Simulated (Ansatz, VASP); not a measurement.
**Mn: VASP beside Ansatz**

The input INCAR:

```
PREC = Accurate
ENCUT = 520
EDIFF = 1E-7
ISMEAR = -1
SIGMA = 0.05
LREAL = False
LASPH = True
NELM = 150
ALGO = Normal
ISIF = 2
LWAVE = False
LCHARG = True
ISPIN = 2
MAGMOM = 2.587 -2.587
LORBIT = 11
LMAXMIX = 4
GGA = RP
LELF = True
LVHAR = True
NBANDS = 24
```

Contents of KPOINTS:

```
regular mesh
0
Gamma
  13 13 13
```

File POSCAR:

```
Mn
1.0
    0.0000000000      2.3974562944      2.3974562944
    2.3974562944      0.0000000000      2.3974562944
    2.3974562944      2.3974562944      0.0000000000
Mn
2
Direct
    0.0000000000      0.0000000000      0.0000000000
    0.5000000000      0.5000000000      0.5000000000
```

Input for Ansatz:

```yaml
crystal:
  lattice:
    - [0.0, 2.3974562944, 2.3974562944]
    - [2.3974562944, 0.0, 2.3974562944]
    - [2.3974562944, 2.3974562944, 0.0]
  atoms:
    - { symbol: Mn, position: [0.0, 0.0, 0.0], spin: 2.587 }
    - { symbol: Mn, position: [0.5, 0.5, 0.5], spin: -2.587 }
hamiltonian:
  xc: rpbe
  pseudopotentials:
    kind: paw
    azcp:
      Mn: "pseudopotentials/Mn.paw.azcp"
basis:
  ecutwfc: 420
  fft_grid_basis: typed
kpoints:
  mp_grid: { grid: [13, 13, 13], shift: [0, 0, 0] }
magnetization:
  spin_polarized: true
scf:
  occupations: { method: fermi_dirac, width: 0.05 }
  lower_state_search: "off"
output:
  stress: true
```

Alike in both runs: task single point; functional RPBE; k mesh 13 × 13 × 13; occupations fermi-dirac, width 0.05 eV; collinear spin.

|  | VASP | Ansatz |
| --- | --- | --- |
| version | VASP 6.6.1 | Ansatz 0.2.0 |
| potentials or method | VASP PAW PBE potentials, release 64 (Mn_pv), cutoff 520 eV | plane waves (420 eV) with PAW, scalar-relativistic |
| valence electrons in the cell | 26 | 30 |

```tsv
	VASP	Ansatz	Ansatz less VASP
pressure (GPa)	3.3	3.1	-0.25
net moment per atom (μB)	0.00	0.00	0.000
size of the moment on the site where the two differ most (μB)	2.55	2.43	-0.121
```

VASP's potentials were made for PBE, not for RPBE. Site moments also hang on the region over which each program counts them. VASP's potentials hold 26 valence electrons a cell and Ansatz's 30, so a difference there can come from the potentials and not from the codes.
